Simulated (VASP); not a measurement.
# KBr (F-43m) in VASP: further runs

KBr is run at these levels: LDA; tasks: single point.

All numbers are computed with VASP 6.6.1; they aren't measurements. Logs are shortened: lines on timing, memory, paths and dates and some standing lists are left out, and cuts for length are marked.

## 1. The cell of the first run

Symmetry: F-43m, No. 216, cubic system. Conventional cell: a = 7.377 Å, b = 7.377 Å, c = 7.377 Å, α = 90.00°, β = 90.00°, γ = 90.00°. K (site symmetry -43m) has 4 Br at 3.19 Å within 4.2 Å. Br (site symmetry -43m) has 4 K at 3.19 Å within 4.2 Å.

## 2. Single point, LDA

Input file INCAR:

```
SYSTEM = KBr
PREC = Accurate
ENCUT = 500
EDIFF = 1E-6
ISMEAR = 0
SIGMA = 0.01
LREAL = .False.
LASPH = .True.
NELM = 120
ALGO = Normal
ISIF = 2
LWAVE = .False.
LCHARG = .True.
GGA = CA
LELF = .True.
LVHAR = .True.
NBANDS = 15
GGA_COMPAT = .False.
```

Input file KPOINTS:

```
regular mesh
0
Gamma
  2 2 2
  0 0 0
```

Input file POSCAR:

```
KBr
1.0
    0.0000000000      3.6882992926      3.6882992926
    3.6882992926      0.0000000000      3.6882992926
    3.6882992926      3.6882992926      0.0000000000
K Br
1 1
Direct
    0.0000000000      0.0000000000      0.0000000000
    0.2500000000      0.2500000000      0.2500000000
```

Potentials or basis: VASP PAW LDA potentials, release 64 (K_sv, Br).

Started as:

```bash
$ cat potpaw_LDA.64/K_sv/POTCAR potpaw_LDA.64/Br/POTCAR > POTCAR
$ mpirun -np 1 vasp_std > vasp.out
```

OUTCAR:

```text
SYSTEM = KBr
   PREC = Accurate
   ENCUT = 500
   EDIFF = 1E-6
   ISMEAR = 0
   LREAL = .False.
   LASPH = .True.
   NELM = 120
   ISIF = 2
   GGA = CA

 ion  position               nearest neighbor table
   1  0.000  0.000  0.000-   2 3.19   2 3.19   2 3.19   2 3.19
   2  0.250  0.250  0.250-   1 3.19   1 3.19   1 3.19   1 3.19

  LATTYP: Found a face centered cubic cell.
 ALAT       =     7.3765985852

  Lattice vectors:

 A1 = (   0.0000000000,   3.6882992926,   3.6882992926)
 A2 = (   3.6882992926,   0.0000000000,   3.6882992926)
 A3 = (   3.6882992926,   3.6882992926,   0.0000000000)

Analysis of symmetry for initial positions (statically):
=====================================================================
 Subroutine PRICEL returns:
 Original cell was already a primitive cell.

 Routine SETGRP: Setting up the symmetry group for a
 face centered cubic supercell.

 Subroutine GETGRP returns: Found 24 space group operations
 (whereof 24 operations were pure point group operations)
 out of a pool of 48 trial point group operations.

The static configuration has the point symmetry T_d .

Analysis of symmetry for dynamics (positions and initial velocities):
=====================================================================
 Subroutine PRICEL returns:
 Original cell was already a primitive cell.

 Routine SETGRP: Setting up the symmetry group for a
 face centered cubic supercell.

 Subroutine GETGRP returns: Found 24 space group operations
 (whereof 24 operations were pure point group operations)
 out of a pool of 48 trial point group operations.

The dynamic configuration has the point symmetry T_d .

 Subroutine INISYM returns: Found 24 space group operations
 (whereof 24 operations are pure point group operations),
 and found     1 'primitive' translations

----------------------------------------------------------------------------------------

                                     Primitive cell

  volume of cell :     100.3479

  direct lattice vectors                    reciprocal lattice vectors
     0.000000000  3.688299293  3.688299293    -0.135563836  0.135563836  0.135563836
     3.688299293  0.000000000  3.688299293     0.135563836 -0.135563836  0.135563836
     3.688299293  3.688299293  0.000000000     0.135563836  0.135563836 -0.135563836

  length of vectors
     5.216042882  5.216042882  5.216042882     0.234803451  0.234803451  0.234803451

  position of ions in fractional coordinates (direct lattice)
     0.000000000  0.000000000  0.000000000
     0.250000000  0.250000000  0.250000000

  ion indices of the primitive-cell ions
   primitive index   ion index
                 1           1
                 2           2

----------------------------------------------------------------------------------------

 KPOINTS: regular mesh

Automatic generation of k-mesh.
 Grid dimensions read from file:
 generate k-points for:    2    2    2

 Generating k-lattice:

  Cartesian coordinates                     Fractional coordinates (reciprocal lattice)
    -0.067781918  0.067781918  0.067781918     0.500000000  0.000000000  0.000000000
     0.067781918 -0.067781918  0.067781918     0.000000000  0.500000000  0.000000000
     0.067781918  0.067781918 -0.067781918     0.000000000  0.000000000  0.500000000

  Length of vectors
     0.117401726  0.117401726  0.117401726

  Shift w.r.t. Gamma in fractional coordinates (k-lattice)
     0.000000000  0.000000000  0.000000000

 Subroutine IBZKPT returns following result:
 ===========================================

 Found      3 irreducible k-points:

 Following reciprocal coordinates:
            Coordinates               Weight
  0.000000  0.000000  0.000000      1.000000
  0.500000  0.000000  0.000000      4.000000
  0.500000  0.500000  0.000000      3.000000
   k-points           NKPTS =      3   k-points in BZ     NKDIM =      3   number of bands    NBANDS=     15
   number of dos      NEDOS =    301   number of ions     NIONS =      2
   total plane-waves  NPLWV =  64000
   dimension x,y,z NGX =    40 NGY =   40 NGZ =   40
   dimension x,y,z NGXF=    80 NGYF=   80 NGZF=   80
   ions per type =               1   1
   NGX,Y,Z   is equivalent  to a cutoff of  12.75, 12.75, 12.75 a.u.
   NGXF,Y,Z  is equivalent  to a cutoff of  25.50, 25.50, 25.50 a.u.
 SYSTEM =  KBr
   PREC   = accura    normal or accurate (medium, high low for compatibility)
   ISTART =      0    job   : 0-new  1-cont  2-samecut
   ICHARG =      2    charge: 1-file 2-atom 10-const
   ISPIN  =      1    spin polarized calculation?
   LNONCOLLINEAR =      F non collinear calculations
   LSORBIT =      F    spin-orbit coupling
   LASPH  =      T    aspherical Exc in radial PAW
   ENCUT  =  500.0 eV  36.75 Ry    6.06 a.u.   9.51  9.51  9.51*2*pi/ulx,y,z
   NELM   =    120;   NELMIN=  2; NELMDL= -5     # of ELM steps
   EDIFF  = 0.1E-05   stopping-criterion for ELM
   LREAL  =      F    real-space projection
   EDIFFG = 0.1E-04   stopping-criterion for IOM
   NSW    =      0    number of steps for IOM
   IBRION =     -1    ionic relax: 0-MD 1-quasi-New 2-CG
   NFREE  =      0    steps in history (QN), initial steepest desc. (CG)
   ISIF   =      2    stress and relaxation
   ISYM   =      2    0-nonsym 1-usesym 2-fastsym
   POTIM  = 0.5000    time-step for ionic-motion
   TEBEG  =    0.0;   TEEND  =   0.0 temperature during run
   PSTRESS=    0.0 pullay stress
   NELECT =      16.0000    total number of electrons
   NUPDOWN=      -1.0000    fix difference up-down
   EMIN   =  10.00;   EMAX   =-10.00  energy-range for DOS
   EFERMI =   0.00;   METHOD = LEGACY
   ISMEAR =     0;   SIGMA  =   0.01  broadening in eV -4-tet -1-fermi 0-gaus
   EFERMI_NEDOS =   21; number of points for ismear=-14 and -15
   IALGO  =     38    algorithm
   IMIX   =      4    mixing-type and parameters
     AMIX     =   0.40;   BMIX     =  1.00
     AMIX_MAG =   1.60;   BMIX_MAG =  1.00
  volume/ion in A,a.u.               =      50.17       338.59
  Fermi-wavevector in a.u.,A,eV,Ry     =   0.887725  1.677558 10.722159  0.788056
  Thomas-Fermi vector in A             =   2.009061
   LORBIT       =      0    0 simple, 1 ext, 2 COOP (PROOUT), +10 PAW based schemes
   GGA     = CA    functional components
   LHFCALC =     F    Hartree Fock is set to
   AEXX    =    0.0000 exact exchange contribution
   IVDW    =     0    specifies the selected vdW correction
   LEPSILON=     F    determine dielectric tensor
   LRPA    =     F    only Hartree local field effects (RPA)
 non-spin polarized calculation
 Gauss-broadening in eV      SIGMA  =   0.01
  energy-cutoff  :      500.00
  volume of cell :      100.35
 maximum number of plane-waves:      2637
 NGX is ok and might be reduce to    40
   NGX = 19   NGY = 19   NGZ = 19

 number of electron      15.9999997 magnetization

 Free energy of the ion-electron system (eV)
  ---------------------------------------------------
  ext. energy  EPLUGINS =         0.00000000
  ---------------------------------------------------
  free energy    TOTEN  =        -6.43634225 eV

  energy without entropy =       -6.43634225  energy(sigma->0) =       -6.43634225

 E-fermi :  -3.2263     XC(G=0):  -6.3969

 val. band max:       -3.2897873492   @ k =   0.5000   0.0000   0.0000
 cond. band min:       0.6802519940   @ k =   0.0000   0.0000   0.0000
 fundamental gap:      3.9700393433
 Fermi energy:        -3.2262879897

 k-point     1 :       0.0000    0.0000    0.0000
  band No.  band energies     occupation
      1     -30.7501      2.00000
      2     -15.1667      2.00000
      3     -14.4840      2.00000
      4     -14.4840      2.00000
      5     -14.4840      2.00000
      6      -3.3050      2.00000
      7      -3.3050      2.00000
      8      -3.3050      2.00000
      9       0.6803      0.00000
     10       5.1079      0.00000
     11       5.1079      0.00000
     12       6.0955      0.00000
     13       6.0955      0.00000
     14       6.0955      0.00000
     15       6.8080      0.00000

 k-point     2 :       0.5000    0.0000    0.0000
  band No.  band energies     occupation
      1     -30.7485      2.00000
      2     -15.3505      2.00000
      3     -14.4908      2.00000
      4     -14.4908      2.00000
      5     -14.2755      2.00000
      6      -3.7106      2.00000
      7      -3.2898      2.00000
      8      -3.2898      2.00000
      9       2.9466      0.00000
     10       3.4180      0.00000
     11       4.6787      0.00000
     12       4.6787      0.00000
     13       6.1121      0.00000
     14       6.1121      0.00000
     15       6.6291      0.00000

 k-point     3 :       0.5000    0.5000    0.0000
  band No.  band energies     occupation
      1     -30.7480      2.00000
      2     -15.3946      2.00000
      3     -14.5005      2.00000
      4     -14.5005      2.00000
      5     -14.2079      2.00000
      6      -3.7549      2.00000
      7      -3.3068      2.00000
      8      -3.3068      2.00000
      9       2.5097      0.00000
     10       3.6228      0.00000
     11       5.3577      0.00000
     12       5.9581      0.00000
     13       5.9581      0.00000
     14       6.0228      0.00000
     15       6.3669      0.00000

------------------------ aborting loop because EDIFF is reached ----------------------------------------

  FORCE on cell =-STRESS in cart. coord.  units (eV):
  Direction    XX          YY          ZZ          XY          YZ          ZX
  --------------------------------------------------------------------------------------
  -------------------------------------------------------------------------------------
  Total       -0.5376835     -0.5376835     -0.5376835      0.0000000      0.0000000      0.0000000
  in kB       -8.5847736     -8.5847736     -8.5847736      0.0000000      0.0000000      0.0000000
  external PRESSURE =      -8.5847736 kB  Pullay stress =       0.0000000 kB

 VOLUME and BASIS-vectors are now :
 -----------------------------------------------------------------------------
  energy-cutoff  :      500.00
  volume of cell :      100.35
      direct lattice vectors                 reciprocal lattice vectors
     0.000000000  3.688299293  3.688299293    -0.135563836  0.135563836  0.135563836
     3.688299293  0.000000000  3.688299293     0.135563836 -0.135563836  0.135563836
     3.688299293  3.688299293  0.000000000     0.135563836  0.135563836 -0.135563836

 POSITION                                       TOTAL-FORCE (eV/Angst)
 -----------------------------------------------------------------------------------
      0.00000      0.00000      0.00000        -0.000000     -0.000000     -0.000000
      1.84415      1.84415      1.84415         0.000000      0.000000      0.000000
 -----------------------------------------------------------------------------------
    total drift:                               -0.000000     -0.000000     -0.000000

  FREE ENERGIE OF THE ION-ELECTRON SYSTEM (eV)
  ---------------------------------------------------
  free  energy   TOTEN  =        -6.4363422472 eV

  energy  without entropy=       -6.4363422472  energy(sigma->0) =       -6.43634225
```

Wall time 9.5 s (1 thread of AMD EPYC 7R43 (Zen 3), shared host); peak memory 0.15 GiB.

Results:

```yaml
Free_energy: -6.4363 eV
Pressure: -0.9 GPa
Band_gap_on_the_k_mesh: 3.97 eV, indirect (least direct gap 3.99 eV)
```

Levels at points of the mesh, in eV from the valence-band top:
```csv
k point,band 6,band 7,band 8,band 9,band 10,band 11
"(0.00, 0.00, 0.00)",-0.02,-0.02,-0.02,3.97,8.40,8.40
"(0.50, 0.00, 0.00)",-0.42,0.00,0.00,6.24,6.71,7.97
"(0.50, 0.50, 0.00)",-0.47,-0.02,-0.02,5.80,6.91,8.65
```

Caveat: the k points lie up to 0.74 Å⁻¹ apart.

## 3. Single point, LDA

Input file INCAR:

```
PREC     = Accurate       # precision mode
ENCUT    = 500            # plane-wave cutoff, eV
EDIFF    = 1E-6           # SCF threshold, eV
ISMEAR   = 0              # smearing method
SIGMA    = 0.01           # smearing width, eV
LREAL    = False          # projectors in reciprocal space
LASPH    = True           # aspherical terms in the spheres
NELM     = 120            # most SCF steps
ALGO     = Normal         # electronic algorithm
ISIF     = 2              # what is computed and relaxed
LWAVE    = False          # write WAVECAR
LCHARG   = True           # write CHGCAR
LELF     = True           # ELF
LVHAR    = True         
NBANDS   = 15             # bands
GGA_COMPAT= False
```

Input file KPOINTS:

```
Automatic mesh
0
Gamma
  2 2 2
```

POSCAR is that of step 2.

Potentials or basis: VASP PAW LDA potentials, release 64 (K_sv, Br).

Started as:

```bash
$ cat potpaw_LDA.64/K_sv/POTCAR potpaw_LDA.64/Br/POTCAR > POTCAR
$ mpirun -np 1 vasp_std > vasp.out
```

OUTCAR:

```text
PREC = Accurate
   ENCUT = 500
   EDIFF = 1E-6
   ISMEAR = 0
   LREAL = False
   LASPH = True
   NELM = 120
   ISIF = 2

 ion  position               nearest neighbor table
   1  0.000  0.000  0.000-   2 3.19   2 3.19   2 3.19   2 3.19
   2  0.250  0.250  0.250-   1 3.19   1 3.19   1 3.19   1 3.19

  LATTYP: Found a face centered cubic cell.
 ALAT       =     7.3765985852

  Lattice vectors:

 A1 = (   0.0000000000,   3.6882992926,   3.6882992926)
 A2 = (   3.6882992926,   0.0000000000,   3.6882992926)
 A3 = (   3.6882992926,   3.6882992926,   0.0000000000)

Analysis of symmetry for initial positions (statically):
=====================================================================
 Subroutine PRICEL returns:
 Original cell was already a primitive cell.

 Routine SETGRP: Setting up the symmetry group for a
 face centered cubic supercell.

 Subroutine GETGRP returns: Found 24 space group operations
 (whereof 24 operations were pure point group operations)
 out of a pool of 48 trial point group operations.

The static configuration has the point symmetry T_d .

Analysis of symmetry for dynamics (positions and initial velocities):
[... 154 lines left out ...]
      8      -3.3050      2.00000
      9       0.6803      0.00000
     10       5.1079      0.00000
     11       5.1079      0.00000
     12       6.0955      0.00000
     13       6.0955      0.00000
     14       6.0955      0.00000
[... 23 lines left out ...]
      2     -15.3946      2.00000
      3     -14.5005      2.00000
      4     -14.5005      2.00000
      5     -14.2079      2.00000
      6      -3.7549      2.00000
      7      -3.3068      2.00000
      8      -3.3068      2.00000
      9       2.5097      0.00000
     10       3.6228      0.00000
     11       5.3577      0.00000
     12       5.9581      0.00000
     13       5.9581      0.00000
     14       6.0228      0.00000
     15       6.3669      0.00000

------------------------ aborting loop because EDIFF is reached ----------------------------------------

  FORCE on cell =-STRESS in cart. coord.  units (eV):
  Direction    XX          YY          ZZ          XY          YZ          ZX
  --------------------------------------------------------------------------------------
  -------------------------------------------------------------------------------------
  Total       -0.5376835     -0.5376835     -0.5376835      0.0000000      0.0000000      0.0000000
  in kB       -8.5847736     -8.5847736     -8.5847736      0.0000000      0.0000000      0.0000000
  external PRESSURE =      -8.5847736 kB  Pullay stress =       0.0000000 kB

 VOLUME and BASIS-vectors are now :
 -----------------------------------------------------------------------------
  energy-cutoff  :      500.00
  volume of cell :      100.35
      direct lattice vectors                 reciprocal lattice vectors
     0.000000000  3.688299293  3.688299293    -0.135563836  0.135563836  0.135563836
     3.688299293  0.000000000  3.688299293     0.135563836 -0.135563836  0.135563836
     3.688299293  3.688299293  0.000000000     0.135563836  0.135563836 -0.135563836

 POSITION                                       TOTAL-FORCE (eV/Angst)
 -----------------------------------------------------------------------------------
      0.00000      0.00000      0.00000        -0.000000     -0.000000     -0.000000
      1.84415      1.84415      1.84415         0.000000      0.000000      0.000000
 -----------------------------------------------------------------------------------
    total drift:                               -0.000000     -0.000000     -0.000000

  FREE ENERGIE OF THE ION-ELECTRON SYSTEM (eV)
  ---------------------------------------------------
  free  energy   TOTEN  =        -6.4363422472 eV

  energy  without entropy=       -6.4363422472  energy(sigma->0) =       -6.43634225
```

stdout:

```text
POSCAR found type information on POSCAR K Br
 POSCAR found :  2 types and       2 ions
 scaLAPACK will be used
 LDA part: xc-table for (Slater(with rela. corr.)+CA(PZ))
 , standard interpolation
 POSCAR, INCAR and KPOINTS ok, starting setup
 FFT: planning ... GRIDC
 FFT: planning ... GRID_SOFT
 FFT: planning ... GRID
 WAVECAR not read
 entering main loop
```

It took 10 s on 1 thread of AMD EPYC 7R43 (Zen 3), shared host; peak memory 0.15 GiB.

What came out:

```
Free energy            : -6.4363 eV
Pressure               : -0.9 GPa
Band gap on the k mesh : 3.97 eV, indirect (least direct gap 3.99 eV)
```

Levels at points of the mesh, in eV from the valence-band top:
| k point | band 4 | band 5 | band 6 | band 7 | band 8 | band 9 | band 10 | band 11 | band 12 | band 13 |
| --- | --- | --- | --- | --- | --- | --- | --- | --- | --- | --- |
| (0.00, 0.00, 0.00) | -11.19 | -11.19 | -0.02 | -0.02 | -0.02 | 3.97 | 8.40 | 8.40 | 9.39 | 9.39 |
| (0.50, 0.00, 0.00) | -11.20 | -10.99 | -0.42 | 0.00 | 0.00 | 6.24 | 6.71 | 7.97 | 7.97 | 9.40 |
| (0.50, 0.50, 0.00) | -11.21 | -10.92 | -0.47 | -0.02 | -0.02 | 5.80 | 6.91 | 8.65 | 9.25 | 9.25 |

Caveat: the k points lie up to 0.74 Å⁻¹ apart. A k mesh can miss the band edges.

(Part 1 of 2 ends here.)
